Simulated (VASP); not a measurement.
# Nb3Sn2S2 (R-3m) in VASP: a series of runs

Nb3Sn2S2 is run at these levels: PBE; tasks: single point, relaxation of cell and atoms.

Everything below comes from runs of VASP 6.6.1. Logs are shortened: lines on timing, memory, paths and dates and some standing lists are left out, and cuts for length are marked.

## (1) The cell of the first run

It takes space group R-3m (No. 166, trigonal). The conventional cell has a = 5.877 Å, b = 5.877 Å, c = 14.741 Å, α = 90.00°, β = 90.00°, γ = 120.00°. Within 3.3 Å of Nb (site symmetry 2/m) lie 2 S at 2.48 Å and 4 Sn at 2.94 to 2.99 Å and 4 Nb at 2.94 Å. Within 3.9 Å of Sn (site symmetry -3m) lie 6 Nb at 2.99 Å and 6 S at 3.46 Å. Within 3.9 Å of Sn (site symmetry -3m) lie 6 Nb at 2.94 Å and 8 S at 3.11 to 3.84 Å. S (site symmetry 3m) has 3 Nb at 2.48 Å and 1 Sn at 3.11 Å within 3.3 Å.

The cell was built from a structure type or drawn by symmetry, and may not be a known phase.

## (2) Single point, PBE

INCAR reads:

```
PREC = Accurate
ENCUT = 520
EDIFF = 1E-6
ISMEAR = 0
SIGMA = 0.15
LREAL = F
LASPH = T
NELM = 100
ALGO = Normal
ISIF = 2
LWAVE = F
LCHARG = F
GGA = PE
NBANDS = 48
```

KPOINTS reads:

```
Automatic mesh
0
Gamma
  3 3 3
```

POSCAR reads:

```
Nb3Sn2S2
1.0
    2.9383393029      1.6964509875      4.9136461939
   -2.9383393029      1.6964509875      4.9136461939
    0.0000000000     -3.3929019750      4.9136461939
Nb Sn S
3 2 2
Direct
    0.0000000000      0.0000000000      0.5000000000
    0.0000000000      0.5000000000      0.0000000000
    0.5000000000      0.0000000000      0.0000000000
    0.0000000000      0.0000000000      0.0000000000
    0.5000000000      0.5000000000      0.5000000000
    0.7110373040      0.7110373040      0.7110373040
    0.2889626960      0.2889626960      0.2889626960
```

Potentials or basis: VASP PAW PBE potentials, release 64 (Nb_sv, Sn_d, S).

Command:

```
> cat potpaw_PBE.64/Nb_sv/POTCAR potpaw_PBE.64/Sn_d/POTCAR potpaw_PBE.64/S/POTCAR > POTCAR
> mpirun -np 1 vasp_std > vasp.out
```

OUTCAR:

```text
PREC = Accurate
   ENCUT = 520
   EDIFF = 1E-6
   ISMEAR = 0
   LREAL = F
   LASPH = T
   NELM = 100
   ISIF = 2
   GGA = PE

 ion  position               nearest neighbor table
   1  0.000  0.000  0.500-   6 2.48   7 2.48   5 2.94   5 2.94   2 2.94   2 2.94   3 2.94   3 2.94
                             4 2.99   4 2.99
   2  0.000  0.500  0.000-   6 2.48   7 2.48   3 2.94   3 2.94   1 2.94   1 2.94   5 2.94   5 2.94
                             4 2.99   4 2.99
   3  0.500  0.000  0.000-   6 2.48   7 2.48   2 2.94   2 2.94   1 2.94   5 2.94   1 2.94   5 2.94
                             4 2.99   4 2.99
   4  0.000  0.000  0.000-   2 2.99   3 2.99   2 2.99   3 2.99   1 2.99   1 2.99
   5  0.500  0.500  0.500-   1 2.94   1 2.94   2 2.94   3 2.94   3 2.94   2 2.94   6 3.11   7 3.11

   6  0.711  0.711  0.711-   2 2.48   3 2.48   1 2.48   5 3.11
   7  0.289  0.289  0.289-   2 2.48   3 2.48   1 2.48   5 3.11

  LATTYP: Found a trigonal (rhomboedric) cell.
 ALAT       =     5.9712396310
 COS(alpha) =     0.5157106887

  Lattice vectors:

 A1 = (   2.9383393029,   1.6964509875,   4.9136461939)
 A2 = (  -2.9383393029,   1.6964509875,   4.9136461939)
 A3 = (   0.0000000000,  -3.3929019750,   4.9136461939)

Analysis of symmetry for initial positions (statically):
=====================================================================
 Subroutine PRICEL returns:
 Original cell was already a primitive cell.

 Routine SETGRP: Setting up the symmetry group for a
 trigonal (rhombohedral) supercell.

 Subroutine GETGRP returns: Found 12 space group operations
 (whereof 12 operations were pure point group operations)
 out of a pool of 12 trial point group operations.

The static configuration has the point symmetry D_3d.

Analysis of symmetry for dynamics (positions and initial velocities):
=====================================================================
 Subroutine PRICEL returns:
 Original cell was already a primitive cell.

 Routine SETGRP: Setting up the symmetry group for a
 trigonal (rhombohedral) supercell.

 Subroutine GETGRP returns: Found 12 space group operations
 (whereof 12 operations were pure point group operations)
 out of a pool of 12 trial point group operations.

The dynamic configuration has the point symmetry D_3d.

 Subroutine INISYM returns: Found 12 space group operations
 (whereof 12 operations are pure point group operations),
 and found     1 'primitive' translations

----------------------------------------------------------------------------------------

                                     Primitive cell

  volume of cell :     146.9597

  direct lattice vectors                    reciprocal lattice vectors
     2.938339303  1.696450988  4.913646194     0.170164147  0.098244316  0.067838285
    -2.938339303  1.696450988  4.913646194    -0.170164147  0.098244316  0.067838285
     0.000000000 -3.392901975  4.913646194     0.000000000 -0.196488632  0.067838285

  length of vectors
     5.971239631  5.971239631  5.971239631     0.207869708  0.207869708  0.207869708

  position of ions in fractional coordinates (direct lattice)
     1.000000000  1.000000000  0.500000000
     0.000000000  0.500000000  1.000000000
     0.500000000  0.000000000  1.000000000
     0.000000000  0.000000000  0.000000000
     0.500000000  0.500000000  0.500000000
     0.711037304  0.711037304  0.711037304
     0.288962696  0.288962696  0.288962696

  ion indices of the primitive-cell ions
   primitive index   ion index
                 1           1
                 2           2
                 3           3
                 4           4
                 5           5
                 6           6
                 7           7

----------------------------------------------------------------------------------------

 KPOINTS: Automatic mesh

Automatic generation of k-mesh.
 Grid dimensions read from file:
 generate k-points for:    3    3    3

 Generating k-lattice:

  Cartesian coordinates                     Fractional coordinates (reciprocal lattice)
     0.056721382  0.032748105  0.022612762     0.333333333  0.000000000  0.000000000
    -0.056721382  0.032748105  0.022612762     0.000000000  0.333333333  0.000000000
     0.000000000 -0.065496211  0.022612762     0.000000000  0.000000000  0.333333333

  Length of vectors
     0.069289903  0.069289903  0.069289903

  Shift w.r.t. Gamma in fractional coordinates (k-lattice)
     0.000000000  0.000000000  0.000000000

 Subroutine IBZKPT returns following result:
 ===========================================

 Found      6 irreducible k-points:

 Following reciprocal coordinates:
            Coordinates               Weight
  0.000000  0.000000  0.000000      1.000000
  0.333333 -0.000000 -0.000000      6.000000
  0.333333  0.333333 -0.000000      6.000000
 -0.333333  0.333333  0.000000      6.000000
  0.333333  0.333333  0.333333      2.000000
 -0.333333  0.333333  0.333333      6.000000
   k-points           NKPTS =      6   k-points in BZ     NKDIM =      6   number of bands    NBANDS=     48
   number of dos      NEDOS =    301   number of ions     NIONS =      7
   total plane-waves  NPLWV = 110592
   dimension x,y,z NGX =    48 NGY =   48 NGZ =   48
   dimension x,y,z NGXF=    96 NGYF=   96 NGZF=   96
   ions per type =               3   2   2
   NGX,Y,Z   is equivalent  to a cutoff of  13.36, 13.36, 13.36 a.u.
   NGXF,Y,Z  is equivalent  to a cutoff of  26.73, 26.73, 26.73 a.u.
 SYSTEM =  unknown system
   PREC   = accura    normal or accurate (medium, high low for compatibility)
   ISTART =      0    job   : 0-new  1-cont  2-samecut
   ICHARG =      2    charge: 1-file 2-atom 10-const
   ISPIN  =      1    spin polarized calculation?
   LNONCOLLINEAR =      F non collinear calculations
   LSORBIT =      F    spin-orbit coupling
   LASPH  =      T    aspherical Exc in radial PAW
   ENCUT  =  520.0 eV  38.22 Ry    6.18 a.u.  11.10 11.10 11.10*2*pi/ulx,y,z
   NELM   =    100;   NELMIN=  2; NELMDL= -5     # of ELM steps
   EDIFF  = 0.1E-05   stopping-criterion for ELM
   LREAL  =      F    real-space projection
   EDIFFG = 0.1E-04   stopping-criterion for IOM
   NSW    =      0    number of steps for IOM
   IBRION =     -1    ionic relax: 0-MD 1-quasi-New 2-CG
   NFREE  =      0    steps in history (QN), initial steepest desc. (CG)
   ISIF   =      2    stress and relaxation
   ISYM   =      2    0-nonsym 1-usesym 2-fastsym
   POTIM  = 0.5000    time-step for ionic-motion
   TEBEG  =    0.0;   TEEND  =   0.0 temperature during run
   PSTRESS=    0.0 pullay stress
   NELECT =      79.0000    total number of electrons
   NUPDOWN=      -1.0000    fix difference up-down
   EMIN   =  10.00;   EMAX   =-10.00  energy-range for DOS
   EFERMI =   0.00;   METHOD = LEGACY
   ISMEAR =     0;   SIGMA  =   0.15  broadening in eV -4-tet -1-fermi 0-gaus
   EFERMI_NEDOS =   21; number of points for ismear=-14 and -15
   IALGO  =     38    algorithm
   IMIX   =      4    mixing-type and parameters
     AMIX     =   0.40;   BMIX     =  1.00
     AMIX_MAG =   1.60;   BMIX_MAG =  1.00
  volume/ion in A,a.u.               =      20.99       141.68
  Fermi-wavevector in a.u.,A,eV,Ry     =   1.331122  2.515455 24.107955  1.771885
  Thomas-Fermi vector in A             =   2.460157
   LORBIT       =      0    0 simple, 1 ext, 2 COOP (PROOUT), +10 PAW based schemes
   GGA     = PE    functional components
   LHFCALC =     F    Hartree Fock is set to
   AEXX    =    0.0000 exact exchange contribution
   IVDW    =     0    specifies the selected vdW correction
   LEPSILON=     F    determine dielectric tensor
   LRPA    =     F    only Hartree local field effects (RPA)
 non-spin polarized calculation
 Gauss-broadening in eV      SIGMA  =   0.15
  energy-cutoff  :      520.00
  volume of cell :      146.96
 maximum number of plane-waves:      3971
 NGX is ok and might be reduce to    48
   NGX = 23   NGY = 23   NGZ = 23

 number of electron      78.9999997 magnetization

 Free energy of the ion-electron system (eV)
  ---------------------------------------------------
  ext. energy  EPLUGINS =         0.00000000
  ---------------------------------------------------
  free energy    TOTEN  =       -49.79592766 eV

  energy without entropy =      -49.75050384  energy(sigma->0) =      -49.77321575

 E-fermi :   8.5643     XC(G=0): -10.9669

 val. band max:        8.5356747982   @ k =  -0.3333   0.3333   0.3333
 cond. band min:       8.6854083595   @ k =   0.3333  -0.0000  -0.0000
 fundamental gap:      0.1497335612
 Fermi energy:         8.5642996122

 k-point     1 :       0.0000    0.0000    0.0000
  band No.  band energies     occupation
      1     -46.5043      2.00000
      2     -46.3869      2.00000
      3     -46.3869      2.00000
      4     -23.0759      2.00000
      5     -22.7670      2.00000
      6     -22.7670      2.00000
[... 40 lines left out ...]
     47      10.6830      0.00000
     48      11.1885      0.00000

 k-point     2 :       0.3333   -0.0000   -0.0000
  band No.  band energies     occupation
      1     -46.4797      2.00000
      2     -46.4119      2.00000
      3     -46.3869      2.00000
      4     -22.9294      2.00000
      5     -22.7219      2.00000
      6     -22.6490      2.00000
[... 40 lines left out ...]
     47      10.8201      0.00000
     48      11.4288      0.00000

 k-point     3 :       0.3333    0.3333   -0.0000
  band No.  band energies     occupation
      1     -46.4796      2.00000
      2     -46.4120      2.00000
      3     -46.3869      2.00000
      4     -22.9300      2.00000
      5     -22.7220      2.00000
      6     -22.6490      2.00000
[... 40 lines left out ...]
     47      11.1700      0.00000
     48      11.8005      0.00000

 k-point     4 :      -0.3333    0.3333    0.0000
  band No.  band energies     occupation
      1     -46.4459      2.00000
      2     -46.4459      2.00000
      3     -46.3870      2.00000
      4     -22.7355      2.00000
      5     -22.7353      2.00000
      6     -22.6752      2.00000
[... 40 lines left out ...]
     47      11.2357      0.00000
     48      11.3378      0.00000

 k-point     5 :       0.3333    0.3333    0.3333
  band No.  band energies     occupation
      1     -46.5042      2.00000
      2     -46.3869      2.00000
      3     -46.3869      2.00000
      4     -23.0770      2.00000
      5     -22.7674      2.00000
      6     -22.7674      2.00000
[... 40 lines left out ...]
     47      11.8035      0.00000
     48      12.3859      0.00000

 k-point     6 :      -0.3333    0.3333    0.3333
  band No.  band energies     occupation
      1     -46.4796      2.00000
      2     -46.4120      2.00000
      3     -46.3869      2.00000
      4     -22.9302      2.00000
      5     -22.7225      2.00000
      6     -22.6493      2.00000
[... 40 lines left out ...]
     47      11.3170      0.00000
     48      12.2928      0.00000

------------------------ aborting loop because EDIFF is reached ----------------------------------------

  FORCE on cell =-STRESS in cart. coord.  units (eV):
  Direction    XX          YY          ZZ          XY          YZ          ZX
  --------------------------------------------------------------------------------------
  -------------------------------------------------------------------------------------
  Total       -0.1636590     -0.1636590     -0.1681499      0.0000000      0.0000000     -0.0000000
  in kB       -1.7842350     -1.7842350     -1.8331955      0.0000000      0.0000000     -0.0000000
  external PRESSURE =      -1.8005552 kB  Pullay stress =       0.0000000 kB

 VOLUME and BASIS-vectors are now :
 -----------------------------------------------------------------------------
  energy-cutoff  :      520.00
  volume of cell :      146.96
      direct lattice vectors                 reciprocal lattice vectors
     2.938339303  1.696450988  4.913646194     0.170164147  0.098244316  0.067838285
    -2.938339303  1.696450988  4.913646194    -0.170164147  0.098244316  0.067838285
     0.000000000 -3.392901975  4.913646194     0.000000000 -0.196488632  0.067838285

 POSITION                                       TOTAL-FORCE (eV/Angst)
 -----------------------------------------------------------------------------------
      0.00000     -1.69645      2.45682         0.000000      0.000000     -0.000000
     -1.46917      0.84823      2.45682         0.000000      0.000000      0.000000
      1.46917      0.84823      2.45682        -0.000000      0.000000      0.000000
      0.00000      0.00000      0.00000        -0.000000      0.000000      0.000000
      0.00000      0.00000      7.37047        -0.000000      0.000000      0.000000
      0.00000      0.00000     10.48136        -0.000000      0.000000      0.031038
      0.00000      0.00000      4.25958        -0.000000     -0.000000     -0.031038
 -----------------------------------------------------------------------------------
    total drift:                                0.000000     -0.000000      0.000000

  FREE ENERGIE OF THE ION-ELECTRON SYSTEM (eV)
  ---------------------------------------------------
  free  energy   TOTEN  =       -49.7959276553 eV

  energy  without entropy=      -49.7505038377  energy(sigma->0) =      -49.77321575
```

Wall time 78 s (1 thread of AMD EPYC 7R43 (Zen 3), shared host); peak memory 0.28 GiB.

What came out:

```
Free energy            : -49.7959 eV
Pressure               : -0.2 GPa
Largest force          : 0.031 eV/Å
Band gap on the k mesh : zero (an odd number of electrons rules out a gap without spin polarisation)
```

Forces in eV/Å, atoms in the order of the input:
```
Nb   0.000  0.000  0.000
Nb   0.000  0.000  0.000
Nb   0.000  0.000  0.000
Sn   0.000  0.000  0.000
Sn   0.000  0.000  0.000
S    0.000  0.000  0.031
S    0.000  0.000 -0.031
```

Caveat: the k points lie up to 0.44 Å⁻¹ apart, too coarse for converged energies and pressures of a metal; spin-orbit coupling is left out, which moves the levels of the heavy elements.

## (3) Relaxation of cell and atoms, PBE

This run uses another cell than the first one, of 18.67 Å³/atom.

INCAR reads:

```
  ALGO = Normal
  EDIFF = 1E-6
  EDIFFG = -0.08
  ENCUT = 600
  GGA = PE
  IBRION = 2
  ISIF = 3
  ISMEAR = 0
  LASPH = True
  LCHARG = False
  LREAL = False
  LWAVE = False
  NELM = 80
  NSW = 36
  PREC = Accurate
  SIGMA = 0.15
```

KPOINTS reads:

```
k-points
0
Gamma
  3 3 3
```

POSCAR reads:

```
Nb3Sn2S2
1.0
    2.8028191800      1.6182084100      4.8025906300
   -2.8028191800      1.6182084100      4.8025906300
    0.0000000000     -3.2364168200      4.8025906300
Nb Sn S
3 2 2
Direct
    0.0000000000      0.0000000000      0.5000000000
    0.0000000000      0.5000000000      0.0000000000
    0.5000000000      0.0000000000      0.0000000000
    0.0000000000      0.0000000000      0.0000000000
    0.5000000000      0.5000000000      0.5000000000
    0.7210000200      0.7210000200      0.7210000200
    0.2789999800      0.2789999800      0.2789999800
```

Potentials or basis: VASP PAW PBE potentials, release 64 (Nb_sv, Sn_d, S).

Command:

```
> cat potpaw_PBE.64/Nb_sv/POTCAR potpaw_PBE.64/Sn_d/POTCAR potpaw_PBE.64/S/POTCAR > POTCAR
> mpirun -np 1 vasp_std > vasp.out
```

It took 14 min on 1 thread of AMD EPYC 7R43 (Zen 3), shared host; peak memory 0.31 GiB.

The run converged. Its results:

```
Free energy                           : -49.7905 eV
Relaxed volume                        : 21.00 Å³/atom
Relaxed cell                          : a = 5.969 Å, b = 5.969 Å, c = 5.969 Å, α = 59.00°, β = 59.00°, γ = 59.00°
Space group after relaxing (to 0.1 Å) : R-3m (No. 166)
Energy gained by relaxing             : 250.7 meV/atom
Ionic steps                           : 10
Pressure after relaxing               : -0.1 GPa
Largest force after relaxing          : 0.024 eV/Å
Band gap on the k mesh                : zero (an odd number of electrons rules out a gap without spin polarisation)
```

Forces in eV/Å, atoms in the order of the input:
```
Nb   0.000  0.000  0.000
Nb   0.000  0.000  0.000
Nb   0.000  0.000  0.000
Sn   0.000  0.000  0.000
Sn   0.000  0.000  0.000
S    0.000  0.000 -0.024
S    0.000  0.000  0.024
```

Stress tensor (GPa, compression positive):
```
-0.15  0.00  0.00
 0.00 -0.15  0.00
 0.00  0.00  0.04
```

The path:
```tsv
step	energy change (eV)	largest force (eV/Å)	pressure (GPa)	volume (Å³)
1	0.0000	5.0583	24.78	130.69
2	2.1787	3.1150	-18.29	193.27
3	-1.7085	0.0252	-2.27	151.33
4	-1.7235	0.2309	-0.89	149.67
5	-1.7244	0.3217	-0.38	149.11
6	-1.7409	0.2566	-0.16	148.24
7	-1.7535	0.1142	0.42	146.40
8	-1.7536	0.1293	0.36	146.59
9	-1.7524	0.1323	-0.73	147.55
10	-1.7546	0.0240	-0.08	146.97
```

Final structure:
```
CELL_PARAMETERS angstrom
2.93936 1.69704 4.91055
-2.93936 1.69704 4.91055
0.00000 -3.39408 4.91055
ATOMIC_POSITIONS crystal
Nb 0.00000 0.00000 0.50000
Nb 0.00000 0.50000 0.00000
Nb 0.50000 0.00000 0.00000
Sn 0.00000 0.00000 0.00000
Sn 0.50000 0.50000 0.50000
S 0.71125 0.71125 0.71125
S 0.28875 0.28875 0.28875
```

Levels at points of the mesh, in eV from the Fermi level:
| k point | band 37 | band 38 | band 39 | band 40 | band 41 | band 42 | band 43 | band 44 |
| --- | --- | --- | --- | --- | --- | --- | --- | --- |
| (0.00, 0.00, 0.00) | -1.25 | -1.16 | -0.44 | -0.44 | 1.54 | 1.54 | 1.85 | 1.85 |

Caveat: the k points lie up to 0.44 Å⁻¹ apart in the final cell, too coarse for converged energies and pressures of a metal; spin-orbit coupling is left out, which moves the levels of the heavy elements.
